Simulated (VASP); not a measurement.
# ZnS (I-4m2) in VASP: single point with HSE06

Aim: the single point of ZnS with HSE06.

Everything below comes from runs of VASP 6.6.1. Logs are shortened: lines on timing, memory, paths and dates and some standing lists are left out, and cuts for length are marked.

**1. The cell of the first run**

The structure is tetragonal, space group I-4m2 (No. 119). The conventional cell has a = 3.924 Å, b = 3.924 Å, c = 5.190 Å, α = 90.00°, β = 90.00°, γ = 90.00°. Within 3.1 Å of Zn (site symmetry -4m2) lie 4 S at 2.35 Å. S (site symmetry -4m2) has 4 Zn at 2.35 Å within 3.1 Å.

**2. Single point, HSE06 (epitaxial xy strain +3.0%)**

Contents of POSCAR:

```
ZnS
1.0
    0.0000000000      2.7749084065      2.5952488266
    2.7749084065      0.0000000000      2.5952488266
    2.7749084065      2.7749084065      0.0000000000
Zn S
1 1
Direct
    0.0000000000      0.0000000000      0.0000000000
    0.2500000000      0.2500000000      0.2500000000
```

Contents of INCAR.step1:

```
SYSTEM = ZnS
  ALGO = Normal
  EDIFF = 1E-5
  ENCUT = 520
  GGA = PE
  ISIF = 2
  ISMEAR = 0
  LASPH = .True.
  LCHARG = .False.
  LREAL = .False.
  LWAVE = .True.
  NBANDS = 16
  NELM = 100
  PREC = Accurate
  SIGMA = 0.01
```

Contents of INCAR.step2:

```
SYSTEM = ZnS
  ALGO = Normal
  EDIFF = 1E-6
  ENCUT = 520
  GGA = PE
  HFSCREEN = 0.2079
  ISIF = 2
  ISMEAR = 0
  ISTART = 1
  LASPH = .True.
  LCHARG = .False.
  LHFCALC = .True.
  LREAL = .False.
  LWAVE = .False.
  NBANDS = 16
  NELM = 100
  PREC = Accurate
  PRECFOCK = Normal
  SIGMA = 0.01
```

Contents of KPOINTS:

```
k-points
0
Gamma
  6 6 6
  0 0 0
```

Potentials or basis: VASP PAW PBE potentials, release 64 (Zn, S).

Command:

```bash
cat potpaw_PBE.64/Zn/POTCAR potpaw_PBE.64/S/POTCAR > POTCAR
cp INCAR.step1 INCAR
mpirun -np 1 vasp_std > vasp.out
cp INCAR.step2 INCAR
mpirun -np 1 vasp_std > vasp.out
```

OUTCAR:

```text
SYSTEM = ZnS
   EDIFF = 1E-6
   ENCUT = 520
   GGA = PE
   HFSCREEN = 0.2079
   ISIF = 2
   ISMEAR = 0
   ISTART = 1
   LASPH = .True.
   LHFCALC = .True.
   LREAL = .False.
   NELM = 100
   PREC = Accurate
   PRECFOCK = Normal

 ion  position               nearest neighbor table
   1  0.000  0.000  0.000-   2 2.35   2 2.35   2 2.35   2 2.35
   2  0.250  0.250  0.250-   1 2.35   1 2.35   1 2.35   1 2.35

  LATTYP: Found a body centered tetragonal cell.
 ALAT       =     3.9243131028
 C/A-ratio  =     1.3226512557

  Lattice vectors:

 A1 = (   0.0000000000,  -2.7749084065,  -2.5952488266)
 A2 = (   0.0000000000,   2.7749084065,  -2.5952488266)
 A3 = (   2.7749084065,   0.0000000000,   2.5952488266)

Analysis of symmetry for initial positions (statically):
=====================================================================
 Subroutine PRICEL returns:
 Original cell was already a primitive cell.

 Routine SETGRP: Setting up the symmetry group for a
 body centered tetragonal supercell.

 Subroutine GETGRP returns: Found  8 space group operations
 (whereof  8 operations were pure point group operations)
 out of a pool of 16 trial point group operations.

The static configuration has the point symmetry D_2d.

Analysis of symmetry for dynamics (positions and initial velocities):
=====================================================================
 Subroutine PRICEL returns:
 Original cell was already a primitive cell.

 Routine SETGRP: Setting up the symmetry group for a
 body centered tetragonal supercell.

 Subroutine GETGRP returns: Found  8 space group operations
 (whereof  8 operations were pure point group operations)
 out of a pool of 16 trial point group operations.

The dynamic configuration has the point symmetry D_2d.

 Subroutine INISYM returns: Found  8 space group operations
 (whereof  8 operations are pure point group operations),
 and found     1 'primitive' translations

----------------------------------------------------------------------------------------

                                     Primitive cell

  volume of cell :      39.9674

  direct lattice vectors                    reciprocal lattice vectors
[... 89 lines left out ...]
   EDIFFG = 0.1E-04   stopping-criterion for IOM
   NSW    =      0    number of steps for IOM
   IBRION =     -1    ionic relax: 0-MD 1-quasi-New 2-CG
   NFREE  =      0    steps in history (QN), initial steepest desc. (CG)
   ISIF   =      2    stress and relaxation
   ISYM   =      3    0-nonsym 1-usesym 2-fastsym
   POTIM  = 0.5000    time-step for ionic-motion
   TEBEG  =    0.0;   TEEND  =   0.0 temperature during run
   PSTRESS=    0.0 pullay stress
   NELECT =      18.0000    total number of electrons
   NUPDOWN=      -1.0000    fix difference up-down
   EMIN   =  10.00;   EMAX   =-10.00  energy-range for DOS
   EFERMI =   0.00;   METHOD = LEGACY
   ISMEAR =     0;   SIGMA  =   0.01  broadening in eV -4-tet -1-fermi 0-gaus
   EFERMI_NEDOS =   21; number of points for ismear=-14 and -15
   IALGO  =     38    algorithm
   IMIX   =      1    mixing-type and parameters
     AMIX     =   0.40;   BMIX     =  1.00
     AMIX_MAG =   1.60;   BMIX_MAG =  1.00
  volume/ion in A,a.u.               =      19.98       134.86
  Fermi-wavevector in a.u.,A,eV,Ry     =   1.254865  2.371350 21.424895  1.574685
  Thomas-Fermi vector in A             =   2.388649
   LORBIT       =      0    0 simple, 1 ext, 2 COOP (PROOUT), +10 PAW based schemes
   GGA     = PE    functional components
   LHFCALC =     T    Hartree Fock is set to
   PRECFOCK=normal    Normal, Fast or Accurate (Low or Medium for compatibility)
   ENCUT4O =  -1.0   cutoff for four orbital integrals eV
   NKREDX  =     1    reduce k-point grid by
   NKREDY  =     1    reduce k-point grid by
   NKREDZ  =     1    reduce k-point grid by
   AEXX    =    0.2500 exact exchange contribution
   HFSCREEN=    0.2079 screening length (either q_TF or 0.3 A-1)
   HFSCREENC=   0.2079 screening length for correlation (either q_TF or 0.3 A-1)
   ENCUTFOCK=  -1.0 apply spherical cutoff to Coloumb kernel
   IVDW    =     0    specifies the selected vdW correction
   LEPSILON=     F    determine dielectric tensor
   LRPA    =     F    only Hartree local field effects (RPA)
 non-spin polarized calculation
 Gauss-broadening in eV      SIGMA  =   0.01
  energy-cutoff  :      520.00
  volume of cell :       39.97
 maximum number of plane-waves:      1106
  NGX = 24; NGY = 24; NGZ = 24

 number of electron      18.0000007 magnetization

 Free energy of the ion-electron system (eV)
  ---------------------------------------------------
  ext. energy  EPLUGINS =         0.00000000
  ---------------------------------------------------
  free energy    TOTEN  =        -8.35919646 eV

  energy without entropy =       -8.35919646  energy(sigma->0) =       -8.35919646

 E-fermi :   1.5141     XC(G=0):  -7.9283

 val. band max:        1.4012669533   @ k =   0.0000   0.0000   0.0000
 cond. band min:       4.5115593867   @ k =   0.0000   0.0000   0.0000
 fundamental gap:      3.1102924334
 Fermi energy:         1.5140614536

 k-point     1 :       0.0000    0.0000    0.0000
  band No.  band energies     occupation
      1     -12.9536      2.00000
      2      -6.5453      2.00000
      3      -6.5453      2.00000
      4      -6.5162      2.00000
      5      -6.1180      2.00000
      6      -6.1055      2.00000
[... 433 lines left out ...]
      3      -6.2911      2.00000
      4      -6.2331      2.00000
      5      -6.0742      2.00000
      6      -5.8923      2.00000
[... 8 lines left out ...]
     15      16.2887      0.00000
     16      17.8860      0.00000

 [... further k-points ...]

------------------------ aborting loop because EDIFF is reached ----------------------------------------

  FORCE on cell =-STRESS in cart. coord.  units (eV):
  Direction    XX          YY          ZZ          XY          YZ          ZX
  --------------------------------------------------------------------------------------
  -------------------------------------------------------------------------------------
  Total       -0.2620608     -0.2620608      0.3644077      0.0000000      0.0000000      0.0000000
  in kB      -10.5052497    -10.5052497     14.6080343      0.0000000      0.0000000      0.0000000
  external PRESSURE =      -2.1341550 kB  Pullay stress =       0.0000000 kB

 VOLUME and BASIS-vectors are now :
 -----------------------------------------------------------------------------
  energy-cutoff  :      520.00
  volume of cell :       39.97
      direct lattice vectors                 reciprocal lattice vectors
     0.000000000  2.774908406  2.595248827    -0.180186128  0.180186128  0.192659754
     2.774908406  0.000000000  2.595248827     0.180186128 -0.180186128  0.192659754
     2.774908406  2.774908406  0.000000000     0.180186128  0.180186128 -0.192659754

 POSITION                                       TOTAL-FORCE (eV/Angst)
 -----------------------------------------------------------------------------------
      0.00000      0.00000      0.00000        -0.000000     -0.000000     -0.000000
      1.38745      1.38745      1.29762         0.000000      0.000000      0.000000
 -----------------------------------------------------------------------------------
    total drift:                               -0.000001     -0.000001     -0.000026

  FREE ENERGIE OF THE ION-ELECTRON SYSTEM (eV)
  ---------------------------------------------------
  free  energy   TOTEN  =        -8.3591964596 eV

  energy  without entropy=       -8.3591964596  energy(sigma->0) =       -8.35919646
```

OUTCAR.step1:

```text
SYSTEM = ZnS
   EDIFF = 1E-5
   ENCUT = 520
   GGA = PE
   ISIF = 2
   ISMEAR = 0
[... 679 lines left out ...]
      0.00000      0.00000      0.00000         0.000000      0.000000      0.000000
      1.38745      1.38745      1.29762         0.000000      0.000000     -0.000000
 -----------------------------------------------------------------------------------
    total drift:                                0.000001      0.000001     -0.000005

  FREE ENERGIE OF THE ION-ELECTRON SYSTEM (eV)
  ---------------------------------------------------
  free  energy   TOTEN  =        -6.8345271048 eV

  energy  without entropy=       -6.8345271048  energy(sigma->0) =       -6.83452710
```

It took 2.4 h on 1 thread of Oxide Virtual Turin-like, shared host; peak memory 0.26 GiB.

Results:

```yaml
Free_energy: -8.3592 eV
Pressure: -0.2 GPa
Band_gap_on_the_k_mesh: 3.11 eV
```

Levels at points of the mesh, in eV from the valence-band top:
| k point | band 5 | band 6 | band 7 | band 8 | band 9 | band 10 | band 11 | band 12 | band 13 | band 14 |
| --- | --- | --- | --- | --- | --- | --- | --- | --- | --- | --- |
| (0.00, 0.00, 0.00) | -7.52 | -7.51 | -0.21 | -0.21 | 0.00 | 3.11 | 7.58 | 7.58 | 7.59 | 12.46 |
| (0.50, 0.00, 0.00) | -7.48 | -7.29 | -5.63 | -1.21 | -0.84 | 4.31 | 7.75 | 8.45 | 10.05 | 13.34 |
| (0.50, 0.50, 0.00) | -7.44 | -7.17 | -4.75 | -2.67 | -2.67 | 4.07 | 4.67 | 12.80 | 13.36 | 13.36 |
| (0.50, 0.00, 0.50) | -7.46 | -7.28 | -5.20 | -2.36 | -2.21 | 4.39 | 5.36 | 12.01 | 13.04 | 13.60 |

Caveat: the cell differs from its parent crystal (epitaxial xy strain +3.0%); the PAW data sets were made with another functional, which shifts forces and pressure a little.
